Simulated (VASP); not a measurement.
# Al (I4/mmm) in VASP: notebook, part 2 of 2

VASP 6.6.1. The steps go on from the part before.

### Step 4. Single point, PBEsol (biaxial strain in the a-b plane: -1.5 %)

INCAR reads:

```
SYSTEM = Al
PREC = Accurate
ENCUT = 520
EDIFF = 1E-6
ISMEAR = 0
SIGMA = 0.1
LREAL = .False.
LASPH = .True.
NELM = 60
ALGO = Normal
ISIF = 2
LWAVE = .False.
LCHARG = .True.
GGA = PS
LELF = .True.
LVHAR = .True.
NBANDS = 10
```

KPOINTS reads:

```
Automatic mesh
0
Gamma
  18 18 14
  0 0 0
```

POSCAR reads:

```
Al
1.0
    1.9775808556      1.9775808556      0.0000000000
   -1.9775808556      1.9775808556      0.0000000000
    0.0000000000      0.0000000000      4.0515311336
Al
2
Direct
    0.0000000000      0.0000000000      0.0000000000
    0.5000000000      0.5000000000      0.5000000000
```

Potentials or basis: VASP PAW PBE potentials, release 64 (Al).

Command:

```sh
$ cat potpaw_PBE.64/Al/POTCAR > POTCAR
$ mpirun -np 1 vasp_std > vasp.out
```

OUTCAR:

```text
SYSTEM = Al
   PREC = Accurate
   ENCUT = 520
   EDIFF = 1E-6
   ISMEAR = 0
   LREAL = .False.
   LASPH = .True.
   NELM = 60
   ISIF = 2
   GGA = PS

 ion  position               nearest neighbor table
   1  0.000  0.000  0.000-   2 2.83   2 2.83   2 2.83   2 2.83   2 2.83   2 2.83   2 2.83   2 2.83

   2  0.500  0.500  0.500-   1 2.83   1 2.83   1 2.83   1 2.83   1 2.83   1 2.83   1 2.83   1 2.83

  LATTYP: Found a simple tetragonal cell.
 ALAT       =     2.7967216667
 C/A-ratio  =     1.4486715578

  Lattice vectors:

 A1 = (   1.9775808556,   1.9775808556,   0.0000000000)
 A2 = (  -1.9775808556,   1.9775808556,   0.0000000000)
 A3 = (   0.0000000000,   0.0000000000,   4.0515311336)

Analysis of symmetry for initial positions (statically):
=====================================================================
 Subroutine PRICEL returns following result:

  LATTYP: Found a body centered tetragonal cell.
 ALAT       =     2.7967216667
 C/A-ratio  =     1.4486715578

  Lattice vectors:

 A1 = (   1.9775808556,   0.0000000000,  -2.0257655668)
 A2 = (  -1.9775808556,   0.0000000000,  -2.0257655668)
 A3 = (   0.0000000000,   1.9775808556,   2.0257655668)

[... 184 lines left out ...]
 cond. band min:       8.3929507327   @ k =   0.2778   0.2778   0.0000
 fundamental gap:      0.0078073701
 Fermi energy:         8.3908143150

 k-point     1 :       0.0000    0.0000    0.0000
  band No.  band energies     occupation
      1      -3.0344      2.00000
      2       5.1271      2.00000
      3       6.4282      2.00000
      4      13.8312      0.00000
      5      14.4638      0.00000
      6      14.4638      0.00000
      7      18.1228      0.00000
      8      21.0262      0.00000
      9      21.2961      0.00000
     10      21.2961      0.00000
[... 287 lines left out ...]
 k-point    24 :       0.3333    0.1111    0.0000
  band No.  band energies     occupation
      1      -0.7189      2.00000
      2       5.3143      2.00000
      3       7.2615      2.00000
      4       8.7415      0.00000
      5      13.0552      0.00000
      6      13.4365      0.00000
      7      14.4006      0.00000
      8      18.9927      0.00000
      9      20.7091      0.00000
     10      21.1327      0.00000

 [... further k-points ...]
[... 5 lines left out ...]
  --------------------------------------------------------------------------------------
  -------------------------------------------------------------------------------------
  Total        0.5074425      0.5074425      0.0809463      0.0000000      0.0000000      0.0000000
  in kB       25.6554551     25.6554551      4.0925123      0.0000000      0.0000000      0.0000000
  external PRESSURE =      18.4678075 kB  Pullay stress =       0.0000000 kB

 VOLUME and BASIS-vectors are now :
 -----------------------------------------------------------------------------
  energy-cutoff  :      520.00
  volume of cell :       31.69
      direct lattice vectors                 reciprocal lattice vectors
     1.977580856  1.977580856  0.000000000     0.252834163  0.252834163  0.000000000
    -1.977580856  1.977580856  0.000000000    -0.252834163  0.252834163  0.000000000
     0.000000000  0.000000000  4.051531134     0.000000000  0.000000000  0.246820268

 POSITION                                       TOTAL-FORCE (eV/Angst)
 -----------------------------------------------------------------------------------
      0.00000      0.00000      0.00000         0.000000      0.000000      0.000000
      0.00000      1.97758      2.02577        -0.000000     -0.000000     -0.000000
 -----------------------------------------------------------------------------------
    total drift:                               -0.000000      0.000000     -0.000000

  FREE ENERGIE OF THE ION-ELECTRON SYSTEM (eV)
  ---------------------------------------------------
  free  energy   TOTEN  =        -8.1796558653 eV

  energy  without entropy=       -8.1757818346  energy(sigma->0) =       -8.17771885
```

stdout:

```text
POSCAR found type information on POSCAR Al
 POSCAR found :  1 types and       2 ions
 scaLAPACK will be used
 -----------------------------------------------------------------------------
|                                                                             |
|                                                                             |
|     You enforced a specific xc type in the INCAR file but a different       |
|     I HOPE YOU KNOW WHAT YOU ARE DOING!                                     |
|                                                                             |
 -----------------------------------------------------------------------------

 LDA part: xc-table for (Slater+PW92), standard interpolation
 POSCAR, INCAR and KPOINTS ok, starting setup
 FFT: planning ... GRIDC
 FFT: planning ... GRID_SOFT
 FFT: planning ... GRID
 WAVECAR not read
 entering main loop
```

Wall time 68 s (1 thread of Intel Xeon Platinum 8488C (Sapphire Rapids), shared host); peak memory 0.23 GiB.

What came out:

```
Free energy            : -8.1797 eV
Pressure               : 1.8 GPa
Band gap on the k mesh : zero (band 3 reaches 16.03 eV, above the bottom of band 4 at 3.95 eV)
```

Stress tensor (GPa, compression positive):
```
2.57 0.00 0.00
0.00 2.57 0.00
0.00 0.00 0.41
```

Caveat: the cell differs from its parent crystal (biaxial strain in the a-b plane: -1.5 %); the PAW data sets were made with another functional, which shifts forces and pressure a little.

### Step 5. The runs side by side

| cell | gap on the mesh (eV) | pressure (GPa) |
| --- | --- | --- |
| a = 2.712, b = 2.712, c = 4.124 Å, 2 atoms | none | 6.7 |
| a = 2.754, b = 2.754, c = 4.088 Å, 2 atoms | none | 4.1 |
| a = 2.797, b = 2.797, c = 4.052 Å, 2 atoms | none | 1.8 |

Alike in all rows: task single point; level PBEsol; potentials or basis VASP PAW PBE potentials, release 64 (Al); no spin polarisation; k mesh 18 × 18 × 14; cutoff (eV) 520; smearing gaussian 0.1 eV.

Caveats: the PAW data sets were made with another functional, which shifts forces and pressure a little.

Absolute energies hang on the potentials; compare differences alone.
